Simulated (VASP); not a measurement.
# TiTe2 in VASP: notebook, part 2 of 2

VASP 6.6.1.

### Step 3. Single point, PBE+D3(BJ)

INCAR reads:

```
SYSTEM = TiTe2
PREC = Accurate
ENCUT = 520
EDIFF = 1E-6
ISMEAR = 0
SIGMA = 0.1
LREAL = .FALSE.
LASPH = .TRUE.
NELM = 60
ALGO = Normal
ISIF = 2
LWAVE = .FALSE.
LCHARG = .FALSE.
LDIPOL = .TRUE.
IDIPOL = 3
DIPOL = 0.5 0.5 0.275
GGA = PE
IVDW = 12
NBANDS = 33
```

KPOINTS reads:

```
Automatic mesh
0
G
  12 12 1
  0 0 0
```

POSCAR reads:

```
TiTe2
1.0
    3.6850613230      0.0000002887      0.0000000000
   -1.8425309115      3.1913565759      0.0000000000
    0.0000000000      0.0000000000     43.6410600000
Ti Te
2 4
Direct
    0.0000000000      0.0000000000      0.2011800000
    0.0000000000      0.0000000000      0.3487610000
    0.6666666667      0.3333333333      0.2409120000
    0.3333333333      0.6666666667      0.1607040000
    0.3333333333      0.6666666667      0.3090290000
    0.6666666667      0.3333333333      0.3892370000
```

Potentials or basis: VASP PAW PBE potentials, release 64 (Ti_sv, Te).

Launch:

```
$ cat potpaw_PBE.64/Ti_sv/POTCAR potpaw_PBE.64/Te/POTCAR > POTCAR
$ mpirun -np 1 vasp_std > vasp.out
```

OUTCAR:

```text
SYSTEM = TiTe2
   PREC = Accurate
   ENCUT = 520
   EDIFF = 1E-6
   ISMEAR = 0
   LREAL = .FALSE.
   LASPH = .TRUE.
   NELM = 60
   ISIF = 2
   GGA = PE
   IVDW = 12
 IVDW          = 12

 ion  position               nearest neighbor table
   1  0.000  0.000  0.201-   3 2.74   3 2.74   3 2.74   4 2.77   4 2.77   4 2.77
   2  0.000  0.000  0.349-   5 2.74   5 2.74   5 2.74   6 2.77   6 2.77   6 2.77
   3  0.667  0.333  0.241-   1 2.74   1 2.74   1 2.74   5 3.66   5 3.66   5 3.66
   4  0.333  0.667  0.161-   1 2.77   1 2.77   1 2.77
   5  0.333  0.667  0.309-   2 2.74   2 2.74   2 2.74   3 3.66   3 3.66   3 3.66
   6  0.667  0.333  0.389-   2 2.77   2 2.77   2 2.77

  LATTYP: Found a hexagonal cell.
 ALAT       =     3.6850613230
 C/A-ratio  =    11.8426957314

  Lattice vectors:

 A1 = (   3.6850613230,   0.0000002887,   0.0000000000)
 A2 = (  -1.8425309115,   3.1913565759,   0.0000000000)
 A3 = (   0.0000000000,   0.0000000000,  43.6410600000)

Analysis of symmetry for initial positions (statically):
=====================================================================
 Subroutine PRICEL returns:
 Original cell was already a primitive cell.

 Routine SETGRP: Setting up the symmetry group for a
 hexagonal supercell.

 Subroutine GETGRP returns: Found 12 space group operations
 (whereof  6 operations were pure point group operations)
 out of a pool of 24 trial point group operations.

The static configuration has the point symmetry C_3v.
 The point group associated with its full space group is D_3d.

Analysis of symmetry for dynamics (positions and initial velocities):
=====================================================================
 Subroutine PRICEL returns:
 Original cell was already a primitive cell.

 Routine SETGRP: Setting up the symmetry group for a
 hexagonal supercell.

 Subroutine GETGRP returns: Found 12 space group operations
 (whereof  6 operations were pure point group operations)
 out of a pool of 24 trial point group operations.

The dynamic configuration has the point symmetry C_3v.
 The point group associated with its full space group is D_3d.

 Subroutine INISYM returns: Found 12 space group operations
 (whereof  6 operations are pure point group operations),
 and found     1 'primitive' translations

----------------------------------------------------------------------------------------

                                     Primitive cell

  volume of cell :     513.2339

  direct lattice vectors                    reciprocal lattice vectors
     3.685061323  0.000000289  0.000000000     0.271365892  0.156673199  0.000000000
    -1.842530911  3.191356576  0.000000000    -0.000000025  0.313346356  0.000000000
     0.000000000  0.000000000 43.641060000     0.000000000  0.000000000  0.022914201

  length of vectors
     3.685061323  3.685061323 43.641060000     0.313346356  0.313346356  0.022914201

  position of ions in fractional coordinates (direct lattice)
     0.000000000  0.000000000  0.201180000
     0.000000000  0.000000000  0.348761000
     0.666666667  0.333333333  0.240912000
     0.333333333  0.666666667  0.160704000
     0.333333333  0.666666667  0.309029000
     0.666666667  0.333333333  0.389237000

  ion indices of the primitive-cell ions
   primitive index   ion index
[... 54 lines left out ...]
   k-points           NKPTS =     19   k-points in BZ     NKDIM =     19   number of bands    NBANDS=     33
   number of dos      NEDOS =    301   number of ions     NIONS =      6
   total plane-waves  NPLWV = 263424
   dimension x,y,z NGX =    28 NGY =   28 NGZ =  336
   dimension x,y,z NGXF=    56 NGYF=   56 NGZF=  672
   ions per type =               2   4
   NGX,Y,Z   is equivalent  to a cutoff of  12.63, 12.63, 12.80 a.u.
   NGXF,Y,Z  is equivalent  to a cutoff of  25.26, 25.26, 25.60 a.u.
 SYSTEM =  TiTe2
   PREC   = accura    normal or accurate (medium, high low for compatibility)
   ISTART =      0    job   : 0-new  1-cont  2-samecut
   ICHARG =      2    charge: 1-file 2-atom 10-const
   ISPIN  =      1    spin polarized calculation?
   LNONCOLLINEAR =      F non collinear calculations
   LSORBIT =      F    spin-orbit coupling
   LASPH  =      T    aspherical Exc in radial PAW
   ENCUT  =  520.0 eV  38.22 Ry    6.18 a.u.   6.85  6.85 81.14*2*pi/ulx,y,z
   NELM   =     60;   NELMIN=  2; NELMDL= -5     # of ELM steps
   EDIFF  = 0.1E-05   stopping-criterion for ELM
   LREAL  =      F    real-space projection
   EDIFFG = 0.1E-04   stopping-criterion for IOM
   NSW    =      0    number of steps for IOM
   IBRION =     -1    ionic relax: 0-MD 1-quasi-New 2-CG
   NFREE  =      0    steps in history (QN), initial steepest desc. (CG)
   ISIF   =      2    stress and relaxation
   ISYM   =      2    0-nonsym 1-usesym 2-fastsym
   POTIM  = 0.5000    time-step for ionic-motion
   TEBEG  =    0.0;   TEEND  =   0.0 temperature during run
   PSTRESS=    0.0 pullay stress
   NELECT =      48.0000    total number of electrons
   NUPDOWN=      -1.0000    fix difference up-down
   EMIN   =  10.00;   EMAX   =-10.00  energy-range for DOS
   EFERMI =   0.00;   METHOD = LEGACY
   ISMEAR =     0;   SIGMA  =   0.10  broadening in eV -4-tet -1-fermi 0-gaus
   EFERMI_NEDOS =   21; number of points for ismear=-14 and -15
   IALGO  =     38    algorithm
   IMIX   =      4    mixing-type and parameters
     AMIX     =   0.40;   BMIX     =  1.00
     AMIX_MAG =   1.60;   BMIX_MAG =  1.00
  volume/ion in A,a.u.               =      85.54       577.25
  Fermi-wavevector in a.u.,A,eV,Ry     =   0.743105  1.404265  7.513204  0.552205
  Thomas-Fermi vector in A             =   1.838142
   LORBIT       =      0    0 simple, 1 ext, 2 COOP (PROOUT), +10 PAW based schemes
   GGA     = PE    functional components
   LHFCALC =     F    Hartree Fock is set to
   AEXX    =    0.0000 exact exchange contribution
   IVDW    =    12    specifies the selected vdW correction
   LEPSILON=     F    determine dielectric tensor
   LRPA    =     F    only Hartree local field effects (RPA)
 non-spin polarized calculation
 Gauss-broadening in eV      SIGMA  =   0.10
  energy-cutoff  :      520.00
  volume of cell :      513.23
 maximum number of plane-waves:     13902
 NGX is ok and might be reduce to    28
   NGX = 13   NGY = 13   NGZ =163

 dipolmoment           0.000000      0.000000      0.000253 electrons x Angstroem

 number of electron      48.0000006 magnetization

 dipolmoment           0.000000      0.000000     -0.000005 electrons x Angstroem

 Free energy of the ion-electron system (eV)
  ---------------------------------------------------
  ext. energy  EPLUGINS =         0.00000000
  ---------------------------------------------------
  free energy    TOTEN  =       -32.32105663 eV

  energy without entropy =      -32.30938255  energy(sigma->0) =      -32.31521959

 E-fermi :  -1.1900     XC(G=0):  -3.3098

 val. band max:       -1.2167943318   @ k =   0.4167  -0.0000   0.0000
 cond. band min:      -1.1510458647   @ k =   0.0833   0.0000   0.0000
 fundamental gap:      0.0657484671
 Fermi energy:        -1.1900121262

 k-point     1 :       0.0000    0.0000    0.0000
  band No.  band energies     occupation
      1     -58.5652      2.00000
      2     -58.5652      2.00000
      3     -34.8216      2.00000
      4     -34.8216      2.00000
      5     -34.8216      2.00000
      6     -34.8216      2.00000
[... 673 lines left out ...]
     32       1.1378      0.00000
     33       1.6596      0.00000

------------------------ aborting loop because EDIFF is reached ----------------------------------------

 vacuum level on the upper side and lower side of the slab       (xc-potential included)        -0.130        -0.131

 Edisp (eV)   -2.61819

 E8    (eV) :    -1.2484

  FORCE on cell =-STRESS in cart. coord.  units (eV):
  Direction    XX          YY          ZZ          XY          YZ          ZX
  --------------------------------------------------------------------------------------
  -------------------------------------------------------------------------------------
  Total      -0.01470    -0.01470     0.02090    -0.00000     0.00000     0.00000
  in kB      -0.04589    -0.04589     0.06524    -0.00000     0.00000     0.00000
  external pressure =       -0.01 kB  Pullay stress =        0.00 kB

 VOLUME and BASIS-vectors are now :
 -----------------------------------------------------------------------------
  energy-cutoff  :      520.00
  volume of cell :      513.23
      direct lattice vectors                 reciprocal lattice vectors
     3.685061323  0.000000289  0.000000000     0.271365892  0.156673199  0.000000000
    -1.842530911  3.191356576  0.000000000    -0.000000025  0.313346356  0.000000000
     0.000000000  0.000000000 43.641060000     0.000000000  0.000000000  0.022914201

 POSITION                                       TOTAL-FORCE (eV/Angst)
 -----------------------------------------------------------------------------------
      0.00000      0.00000      8.77971         0.000000      0.000000      0.001764
      0.00000      0.00000     15.22030        -0.000000     -0.000000     -0.001764
      1.84253      1.06379     10.51366        -0.000000     -0.000000      0.011723
     -0.00000      2.12757      7.01329         0.000000      0.000000     -0.008685
     -0.00000      2.12757     13.48635         0.000000     -0.000000     -0.011723
      1.84253      1.06379     16.98672        -0.000000     -0.000000      0.008685
 -----------------------------------------------------------------------------------
    total drift:                                0.000000      0.000000      0.000007

  FREE ENERGIE OF THE ION-ELECTRON SYSTEM (eV)
  ---------------------------------------------------
  free  energy   TOTEN  =       -34.9392454777 eV

  energy  without entropy=      -34.9275714008  energy(sigma->0) =      -34.93340844

 vacuum level on the upper side and lower side of the slab         3.524         3.524
```

Wall time 12 min (1 thread of Intel Xeon 6975P-C, shared host); peak memory 0.76 GiB.

Results:

| Item | Value |
| --- | --- |
| Free energy | -34.9392 eV |
| Largest force | 0.012 eV/Å |
| Band gap on the k mesh | zero (band 24 reaches -0.71 eV, above the bottom of band 25 at -1.46 eV) |
| Dispersion energy per atom | -0.436 eV |

Forces in eV/Å, atoms in the order of the input:
```
Ti   0.000  0.000  0.002
Ti   0.000  0.000 -0.002
Te   0.000  0.000  0.012
Te   0.000  0.000 -0.009
Te   0.000  0.000 -0.012
Te   0.000  0.000  0.009
```

Caveat: spin-orbit coupling is left out, which moves the levels of the heavy elements.

### Step 4. Single point, PBE+D3(BJ)

INCAR reads:

```
ALGO     = Normal         # electronic algorithm
DIPOL    = 0.5 0.5 0.275
EDIFF    = 1E-6           # SCF threshold, eV
ENCUT    = 520            # plane-wave cutoff, eV
GGA      = PE             # functional
IDIPOL   = 3            
ISIF     = 2              # what is computed and relaxed
ISMEAR   = 0              # smearing method
IVDW     = 12             # dispersion correction
LASPH    = T              # aspherical terms in the spheres
LCHARG   = F              # write CHGCAR
LDIPOL   = T            
LREAL    = F              # projectors in reciprocal space
LWAVE    = F              # write WAVECAR
NBANDS   = 33             # bands
NELM     = 100            # most SCF steps
PREC     = Accurate       # precision mode
SIGMA    = 0.1            # smearing width, eV
```

KPOINTS reads:

```
k-points
0
Gamma
  12 12 1
```

POSCAR reads:

```
TiTe2
1.0
    3.6850610000      0.0000000000      0.0000000000
   -1.8425310000      3.1913570000      0.0000000000
    0.0000000000      0.0000000000     43.6410600000
Ti Te
2 4
Direct
    0.0000000000      0.0000000000      0.2011800000
    0.0000000000      0.0000000000      0.3487610000
    0.6666670000      0.3333330000      0.2409120000
    0.3333330000      0.6666670000      0.1607040000
    0.3333330000      0.6666670000      0.3090290000
    0.6666670000      0.3333330000      0.3892370000
```

Launch:

```
$ cat potpaw_PBE.64/Ti_sv/POTCAR potpaw_PBE.64/Te/POTCAR > POTCAR
$ mpirun -np 1 vasp_std > vasp.out
```

Wall time 13 min (1 thread of Intel Xeon 6975P-C, shared host); peak memory 0.76 GiB.

Results (log left out):

- Free energy: -34.9392 eV
- Largest force: 0.012 eV/Å
- Band gap on the k mesh: zero (band 24 reaches -0.71 eV, above the bottom of band 25 at -1.46 eV)
- Dispersion energy per atom: -0.436 eV

Forces in eV/Å, atoms in the order of the input:
```
Ti   0.000  0.000  0.002
Ti   0.000  0.000 -0.002
Te   0.000  0.000  0.012
Te   0.000  0.000 -0.009
Te   0.000  0.000 -0.012
Te   0.000  0.000  0.009
```

Levels at points of the mesh, in eV from the Fermi level:
```csv
k point,band 20,band 21,band 22,band 23,band 24,band 25,band 26,band 27,band 28,band 29
"(0.00, 0.00, 0.00)",-0.68,0.36,0.48,0.48,0.48,0.48,1.01,1.15,1.15,1.35
"(0.50, 0.00, 0.00)",-1.91,-1.70,-1.41,-0.76,-0.47,-0.27,-0.07,1.32,1.32,1.67
```

Caveat: spin-orbit coupling is left out, which moves the levels of the heavy elements.

### Step 5. Single point, PBE+D3(BJ), collinear spin, ferromagnetic start

INCAR reads:

```
SYSTEM = TiTe2
PREC = Accurate
ENCUT = 520
EDIFF = 1E-6
ISMEAR = 0
SIGMA = 0.1
LREAL = .FALSE.
LASPH = .TRUE.
NELM = 150
ALGO = Normal
ISIF = 2
LWAVE = .FALSE.
LCHARG = .FALSE.
ISPIN = 2
MAGMOM = 1 1 0 0 0 0
LORBIT = 11
LMAXMIX = 4
LDIPOL = .TRUE.
IDIPOL = 3
DIPOL = 0.5 0.5 0.275
GGA = PE
IVDW = 12
NBANDS = 37
```

KPOINTS reads:

```
Automatic mesh
0
G
  6 6 1
  0 0 0
```

POSCAR is that of step 4.

Potentials or basis: VASP PAW PBE potentials, release 64 (Ti_sv, Te).

Launch:

```
$ cat potpaw_PBE.64/Ti_sv/POTCAR potpaw_PBE.64/Te/POTCAR > POTCAR
$ mpirun -np 1 vasp_std > vasp.out
```

OUTCAR:

```text
SYSTEM = TiTe2
   PREC = Accurate
   ENCUT = 520
   EDIFF = 1E-6
   ISMEAR = 0
   LREAL = .FALSE.
   LASPH = .TRUE.
   NELM = 150
   ISIF = 2
   ISPIN = 2
   LORBIT = 11
   GGA = PE
   IVDW = 12
 IVDW          = 12

 ion  position               nearest neighbor table
   1  0.000  0.000  0.201-   3 2.74   3 2.74   3 2.74   4 2.77   4 2.77   4 2.77
   2  0.000  0.000  0.349-   5 2.74   5 2.74   5 2.74   6 2.77   6 2.77   6 2.77
   3  0.667  0.333  0.241-   1 2.74   1 2.74   1 2.74   5 3.66   5 3.66   5 3.66
   4  0.333  0.667  0.161-   1 2.77   1 2.77   1 2.77
   5  0.333  0.667  0.309-   2 2.74   2 2.74   2 2.74   3 3.66   3 3.66   3 3.66
   6  0.667  0.333  0.389-   2 2.77   2 2.77   2 2.77

  LATTYP: Found a hexagonal cell.
 ALAT       =     3.6850610000
 C/A-ratio  =    11.8426967695

  Lattice vectors:

[... 762 lines left out ...]
  -------------------------------------------------------------------------------------
  Total       0.17906     0.17906    -0.07215    -0.00000     0.00000     0.00000
  in kB       0.55897     0.55897    -0.22522    -0.00000     0.00000     0.00000
  external pressure =        0.30 kB  Pullay stress =        0.00 kB

 VOLUME and BASIS-vectors are now :
 -----------------------------------------------------------------------------
  energy-cutoff  :      520.00
  volume of cell :      513.23
      direct lattice vectors                 reciprocal lattice vectors
     3.685061000  0.000000000  0.000000000     0.271365929  0.156673207  0.000000000
    -1.842531000  3.191357000  0.000000000     0.000000000  0.313346329  0.000000000
     0.000000000  0.000000000 43.641060000     0.000000000  0.000000000  0.022914201

 POSITION                                       TOTAL-FORCE (eV/Angst)
 -----------------------------------------------------------------------------------
      0.00000      0.00000      8.77971         0.000000      0.000000      0.037216
      0.00000      0.00000     15.22030         0.000000     -0.000000     -0.037216
      1.84253      1.06378     10.51366        -0.000000      0.000000     -0.004667
     -0.00000      2.12757      7.01329         0.000000      0.000000     -0.017504
     -0.00000      2.12757     13.48635         0.000000      0.000000      0.004667
      1.84253      1.06378     16.98672        -0.000000     -0.000000      0.017504
 -----------------------------------------------------------------------------------
    total drift:                                0.000000      0.000000     -0.000005

  FREE ENERGIE OF THE ION-ELECTRON SYSTEM (eV)
  ---------------------------------------------------
  free  energy   TOTEN  =       -34.8962690409 eV

  energy  without entropy=      -34.8694633288  energy(sigma->0) =      -34.88286618

 vacuum level on the upper side and lower side of the slab         3.524         3.524

 total charge

# of ion       s       p       d       tot
------------------------------------------
    1        2.168   6.129   1.887  10.184
    2        2.168   6.129   1.887  10.184
    3        1.384   2.007   0.043   3.435
    4        1.385   2.001   0.037   3.422
    5        1.384   2.007   0.043   3.435
    6        1.385   2.001   0.037   3.422
--------------------------------------------------
tot          9.874  20.274   3.934  34.082

 magnetization (x)

# of ion       s       p       d       tot
------------------------------------------
    1        0.000  -0.000  -0.000  -0.000
    2        0.000  -0.000  -0.000  -0.000
    3        0.000  -0.000  -0.000  -0.000
    4        0.000  -0.000  -0.000  -0.000
    5        0.000  -0.000  -0.000  -0.000
    6        0.000  -0.000  -0.000  -0.000
--------------------------------------------------
tot          0.000  -0.000  -0.000  -0.000
```

stdout:

```text
POSCAR found type information on POSCAR TiTe
 POSCAR found :  2 types and       6 ions
 scaLAPACK will be used
 LDA part: xc-table for (Slater+PW92), standard interpolation
 POSCAR, INCAR and KPOINTS ok, starting setup
 FFT: planning ... GRIDC
 FFT: planning ... GRID_SOFT
 FFT: planning ... GRID
 WAVECAR not read
 entering main loop
```

Run time: 18 min. Hardware: 1 thread of Intel Xeon 6975P-C, shared host; peak memory 0.88 GiB.

Results:

- Free energy: -34.8963 eV
- Largest force: 0.037 eV/Å
- Band gap on the k mesh: zero (filled and empty bands overlap)
- Net moment: 0.00 μB per cell
- Valence electrons inside the program's atomic spheres: Ti 10.18; Te 3.44, 3.42
- Dispersion energy per atom: -0.436 eV

Forces in eV/Å, atoms in the order of the input:
```
Ti   0.000  0.000  0.037
Ti   0.000  0.000 -0.037
Te   0.000  0.000 -0.005
Te   0.000  0.000 -0.018
Te   0.000  0.000  0.005
Te   0.000  0.000  0.018
```

Levels at points of the mesh, in eV from the Fermi level:
Spin up:
| k point | band 20 | band 21 | band 22 | band 23 | band 24 | band 25 | band 26 | band 27 | band 28 | band 29 |
| --- | --- | --- | --- | --- | --- | --- | --- | --- | --- | --- |
| (0.00, 0.00, 0.00) | -0.58 | 0.44 | 0.56 | 0.56 | 0.57 | 0.57 | 1.09 | 1.25 | 1.25 | 1.45 |
| (0.50, 0.00, 0.00) | -1.82 | -1.61 | -1.31 | -0.66 | -0.38 | -0.18 | 0.02 | 1.41 | 1.41 | 1.75 |
Spin down:
| k point | band 20 | band 21 | band 22 | band 23 | band 24 | band 25 | band 26 | band 27 | band 28 | band 29 |
| --- | --- | --- | --- | --- | --- | --- | --- | --- | --- | --- |
| (0.00, 0.00, 0.00) | -0.58 | 0.44 | 0.56 | 0.56 | 0.57 | 0.57 | 1.09 | 1.25 | 1.25 | 1.45 |
| (0.50, 0.00, 0.00) | -1.82 | -1.61 | -1.31 | -0.66 | -0.38 | -0.18 | 0.02 | 1.41 | 1.41 | 1.75 |

Caveat: spin-orbit coupling is left out, which moves the levels of the heavy elements.

### Step 6. The runs side by side

| spin | k mesh | gap on the mesh (eV) | largest force (eV/Å) |
| --- | --- | --- | --- |
| off | 6 × 6 × 1 | none | 0.04 |
| off | 12 × 12 × 1 | none | 0.01 |
| collinear, ferromagnetic start | 6 × 6 × 1 | none | 0.04 |

Alike in all rows: task single point; level PBE+D3(BJ); potentials or basis VASP PAW PBE potentials, release 64 (Ti_sv, Te); cell as given; cutoff (eV) 520; smearing gaussian 0.1 eV.

Every run on the cell as given and a fine mesh finds a metal.

Caveats: spin-orbit coupling is left out, which moves the levels of the heavy elements.

Total energies depend on the potentials used, so only differences within one code and one set of settings carry meaning.
